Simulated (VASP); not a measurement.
# Ca (Fm-3m) in VASP: notebook

The runs below take Ca through single point, relaxation of volume and atoms at fixed shape, with LDA.

Everything below comes from runs of VASP 6.6.1. Logs are shortened: lines on timing, memory, paths and dates and some standing lists are left out, and cuts for length are marked.

## Step 1: The cell of the first run

It takes space group Fm-3m (No. 225, cubic). Conventional cell: a = 5.330 Å, b = 5.330 Å, c = 5.330 Å, α = 90.00°, β = 90.00°, γ = 90.00°. Within 4.9 Å of Ca (site symmetry m-3m) lie 12 Ca at 3.77 Å.

## Step 2: Single point, LDA

INCAR

```
ALGO = Normal
EDIFF = 1E-7
ENCUT = 520
GGA = CA
ISIF = 2
ISMEAR = 1
LASPH = True
LCHARG = True
LELF = True
LREAL = False
LVHAR = True
LWAVE = False
NBANDS = 11
NELM = 100
PREC = Accurate
SIGMA = 0.1
```

KPOINTS

```
k-points
0
Gamma
  8 8 8
```

POSCAR

```
Ca
1.0
    0.0000000000      2.6651449849      2.6651449849
    2.6651449849      0.0000000000      2.6651449849
    2.6651449849      2.6651449849      0.0000000000
Ca
1
Direct
    0.0000000000      0.0000000000      0.0000000000
```

Potentials or basis: VASP PAW LDA potentials, release 64 (Ca_sv).

The run is started by

```console
cat potpaw_LDA.64/Ca_sv/POTCAR > POTCAR
mpirun -np 1 vasp_std > vasp.out
```

OUTCAR:

```text
EDIFF = 1E-7
   ENCUT = 520
   GGA = CA
   ISIF = 2
   ISMEAR = 1
   LASPH = True
   LREAL = False
   NELM = 100
   PREC = Accurate

 ion  position               nearest neighbor table
   1  0.000  0.000  0.000-

  LATTYP: Found a face centered cubic cell.
 ALAT       =     5.3302899698

  Lattice vectors:

 A1 = (   0.0000000000,   2.6651449849,   2.6651449849)
 A2 = (   2.6651449849,   0.0000000000,   2.6651449849)
 A3 = (   2.6651449849,   2.6651449849,   0.0000000000)

Analysis of symmetry for initial positions (statically):
=====================================================================
 Subroutine PRICEL returns:
 Original cell was already a primitive cell.

 Routine SETGRP: Setting up the symmetry group for a
 face centered cubic supercell.

 Subroutine GETGRP returns: Found 48 space group operations
 (whereof 48 operations were pure point group operations)
 out of a pool of 48 trial point group operations.

The static configuration has the point symmetry O_h .

Analysis of symmetry for dynamics (positions and initial velocities):
=====================================================================
 Subroutine PRICEL returns:
 Original cell was already a primitive cell.

 Routine SETGRP: Setting up the symmetry group for a
 face centered cubic supercell.

 Subroutine GETGRP returns: Found 48 space group operations
 (whereof 48 operations were pure point group operations)
 out of a pool of 48 trial point group operations.

The dynamic configuration has the point symmetry O_h .

 Subroutine INISYM returns: Found 48 space group operations
 (whereof 48 operations are pure point group operations),
 and found     1 'primitive' translations

----------------------------------------------------------------------------------------

                                     Primitive cell

  volume of cell :      37.8610

  direct lattice vectors                    reciprocal lattice vectors
     0.000000000  2.665144985  2.665144985    -0.187607054  0.187607054  0.187607054
     2.665144985  0.000000000  2.665144985     0.187607054 -0.187607054  0.187607054
     2.665144985  2.665144985  0.000000000     0.187607054  0.187607054 -0.187607054

  length of vectors
     3.769084183  3.769084183  3.769084183     0.324944950  0.324944950  0.324944950

  position of ions in fractional coordinates (direct lattice)
     0.000000000  0.000000000  0.000000000

  ion indices of the primitive-cell ions
   primitive index   ion index
                 1           1

[... 77 lines left out ...]
   ISIF   =      2    stress and relaxation
   ISYM   =      2    0-nonsym 1-usesym 2-fastsym
   POTIM  = 0.5000    time-step for ionic-motion
   TEBEG  =    0.0;   TEEND  =   0.0 temperature during run
   PSTRESS=    0.0 pullay stress
   NELECT =      10.0000    total number of electrons
   NUPDOWN=      -1.0000    fix difference up-down
   EMIN   =  10.00;   EMAX   =-10.00  energy-range for DOS
   EFERMI =   0.00;   METHOD = LEGACY
   ISMEAR =     1;   SIGMA  =   0.10  broadening in eV -4-tet -1-fermi 0-gaus
   EFERMI_NEDOS =   21; number of points for ismear=-14 and -15
   IALGO  =     38    algorithm
   IMIX   =      4    mixing-type and parameters
     AMIX     =   0.40;   BMIX     =  1.00
     AMIX_MAG =   1.60;   BMIX_MAG =  1.00
  volume/ion in A,a.u.               =      37.86       255.50
  Fermi-wavevector in a.u.,A,eV,Ry     =   1.050374  1.984919 15.011113  1.103286
  Thomas-Fermi vector in A             =   2.185375
   LORBIT       =      0    0 simple, 1 ext, 2 COOP (PROOUT), +10 PAW based schemes
   GGA     = CA    functional components
   LHFCALC =     F    Hartree Fock is set to
   AEXX    =    0.0000 exact exchange contribution
   IVDW    =     0    specifies the selected vdW correction
   LEPSILON=     F    determine dielectric tensor
   LRPA    =     F    only Hartree local field effects (RPA)
 non-spin polarized calculation
 Methfessel and Paxton  Order N= 1 SIGMA  =   0.10
  energy-cutoff  :      520.00
  volume of cell :       37.86
 maximum number of plane-waves:      1036
   NGX = 13   NGY = 13   NGZ = 13

 number of electron      10.0000003 magnetization

 Free energy of the ion-electron system (eV)
  ---------------------------------------------------
  ext. energy  EPLUGINS =         0.00000000
  ---------------------------------------------------
  free energy    TOTEN  =        -2.20754167 eV

  energy without entropy =       -2.20741869  energy(sigma->0) =       -2.20750068

 E-fermi :   2.1962     XC(G=0):  -8.3206

 val. band max:        2.1783420579   @ k =  -0.3750   0.3750   0.0000
 cond. band min:       2.2138996290   @ k =  -0.3750   0.2500   0.1250
 fundamental gap:      0.0355575711
 Fermi energy:         2.1961716965

 k-point     1 :       0.0000    0.0000    0.0000
  band No.  band energies     occupation
      1     -39.0806      2.00000
      2     -20.2704      2.00000
      3     -20.2704      2.00000
      4     -20.2704      2.00000
      5      -1.9816      2.00000
      6       4.5860      0.00000
      7       4.5860      0.00000
      8       4.5860      0.00000
      9       5.8000      0.00000
     10       5.8000      0.00000
     11      11.9096      0.00000
[... 309 lines left out ...]
 k-point    24 :      -0.3750    0.2500    0.1250
  band No.  band energies     occupation
      1     -39.0524      2.00000
      2     -20.4549      2.00000
      3     -20.3550      2.00000
      4     -20.3171      2.00000
      5       1.8674      2.00003
      6       2.2139      0.70511
      7       3.7088     -0.00000
      8       4.9486      0.00000
      9       6.4089      0.00000
     10       7.0843      0.00000
     11       7.6718      0.00000

 [... further k-points ...]

------------------------ aborting loop because EDIFF is reached ----------------------------------------

  FORCE on cell =-STRESS in cart. coord.  units (eV):
  Direction    XX          YY          ZZ          XY          YZ          ZX
  --------------------------------------------------------------------------------------
  -------------------------------------------------------------------------------------
  Total       -0.0048680     -0.0048680     -0.0048680     -0.0000000      0.0000000     -0.0000000
  in kB       -0.2060008     -0.2060008     -0.2060008     -0.0000000      0.0000000     -0.0000000
  external PRESSURE =      -0.2060008 kB  Pullay stress =       0.0000000 kB

 VOLUME and BASIS-vectors are now :
 -----------------------------------------------------------------------------
  energy-cutoff  :      520.00
  volume of cell :       37.86
      direct lattice vectors                 reciprocal lattice vectors
     0.000000000  2.665144985  2.665144985    -0.187607054  0.187607054  0.187607054
     2.665144985  0.000000000  2.665144985     0.187607054 -0.187607054  0.187607054
     2.665144985  2.665144985  0.000000000     0.187607054  0.187607054 -0.187607054

 POSITION                                       TOTAL-FORCE (eV/Angst)
 -----------------------------------------------------------------------------------
      0.00000      0.00000      0.00000        -0.000000      0.000000     -0.000000
 -----------------------------------------------------------------------------------
    total drift:                               -0.000000     -0.000000     -0.000000

  FREE ENERGIE OF THE ION-ELECTRON SYSTEM (eV)
  ---------------------------------------------------
  free  energy   TOTEN  =        -2.2075416717 eV

  energy  without entropy=       -2.2074186936  energy(sigma->0) =       -2.20750068
```

stdout:

```text
POSCAR found type information on POSCAR Ca
 POSCAR found :  1 types and       1 ions
 scaLAPACK will be used
 LDA part: xc-table for (Slater(with rela. corr.)+CA(PZ))
 , standard interpolation
 POSCAR, INCAR and KPOINTS ok, starting setup
 FFT: planning ... GRIDC
 FFT: planning ... GRID_SOFT
 FFT: planning ... GRID
 WAVECAR not read
 entering main loop
```

Run time: 10 s. Hardware: 1 thread of Intel Xeon Platinum 8375C at 2.90GHz (Ice Lake), shared host; peak memory 0.14 GiB.

Results:

- Free energy: -2.2075 eV
- Pressure: 0.0 GPa
- Band gap on the k mesh: zero (band 5 reaches 2.34 eV, above the bottom of band 6 at 2.21 eV)

Levels at points of the mesh, in eV from the Fermi level:
| k point | band 2 | band 3 | band 4 | band 5 | band 6 | band 7 | band 8 | band 9 |
| --- | --- | --- | --- | --- | --- | --- | --- | --- |
| (0.00, 0.00, 0.00) | -22.47 | -22.47 | -22.47 | -4.18 | 2.39 | 2.39 | 2.39 | 3.60 |
| (0.50, 0.00, 0.00) | -22.68 | -22.50 | -22.50 | -1.05 | 0.03 | 2.27 | 2.27 | 4.39 |
| (0.50, 0.50, 0.00) | -22.67 | -22.54 | -22.54 | -0.57 | 0.46 | 1.26 | 4.39 | 4.60 |

## Step 3: Relaxation of volume and atoms at fixed shape, LDA

This run uses another cell than the first one, of 43.63 Å³/atom, 1.152 times its volume.

INCAR

```
SYSTEM = Ca
PREC = Accurate
ENCUT = 600
EDIFF = 1E-6
ISMEAR = 1
SIGMA = 0.1
LREAL = .False.
LASPH = .True.
NELM = 80
ALGO = Normal
ISIF = 8
LWAVE = .False.
LCHARG = .False.
GGA = CA
IBRION = 2
NSW = 80
EDIFFG = -0.03
```

KPOINTS

```
Automatic mesh
0
Gamma
  8 8 8
  0 0 0
```

POSCAR

```
Ca
1.0
    0.0000000000      2.7942000000      2.7942000000
    2.7942000000      0.0000000000      2.7942000000
    2.7942000000      2.7942000000      0.0000000000
Ca
1
Direct
    0.0000000000      0.0000000000      0.0000000000
```

Potentials or basis: VASP PAW LDA potentials, release 64 (Ca_sv).

The run is started by

```console
cat potpaw_LDA.64/Ca_sv/POTCAR > POTCAR
mpirun -np 1 vasp_std > vasp.out
```

It took 22 s on 1 thread of Intel Xeon Platinum 8375C at 2.90GHz (Ice Lake), shared host; peak memory 0.17 GiB.

The run converged. Its results:

| Item | Value |
| --- | --- |
| Free energy | -2.2079 eV |
| Relaxed volume | 37.98 Å³/atom |
| Relaxed cell | a = 3.773 Å, b = 3.773 Å, c = 3.773 Å, α = 60.00°, β = 60.00°, γ = 60.00° |
| Space group after relaxing (to 0.05 Å) | Fm-3m (No. 225) |
| Energy gained by relaxing | 42.3 meV/atom |
| Ionic steps | 3 |
| Pressure after relaxing | -0.1 GPa |
| Band gap on the k mesh | zero (band 5 reaches 2.33 eV, above the bottom of band 6 at 2.20 eV) |

The path:
```
step  energy change (eV)  largest force (eV/Å)  pressure (GPa)  volume (Å³)
   1              0.0000                0.0000           -2.16        43.63
   2             -0.0357                0.0000           -0.95        40.02
   3             -0.0423                0.0000           -0.05        37.98
```

Final structure:
```
CELL_PARAMETERS angstrom
0.00000 2.66795 2.66795
2.66795 0.00000 2.66795
2.66795 2.66795 0.00000
ATOMIC_POSITIONS crystal
Ca 0.00000 0.00000 0.00000
```

Levels at points of the mesh, in eV from the Fermi level:
```
           k point  band 3  band 4  band 5  band 6  band 7  band 8
(0.00, 0.00, 0.00)  -22.47  -22.47   -4.17    2.39    2.39    2.39
(0.50, 0.00, 0.00)  -22.50  -22.50   -1.05    0.03    2.26    2.26
(0.50, 0.50, 0.00)  -22.55  -22.55   -0.57    0.46    1.25    4.37
```

Caveat: the volume moved by -13 % from the deposited cell, more than functionals usually miss. Zero-point motion and thermal expansion aren't in these numbers.
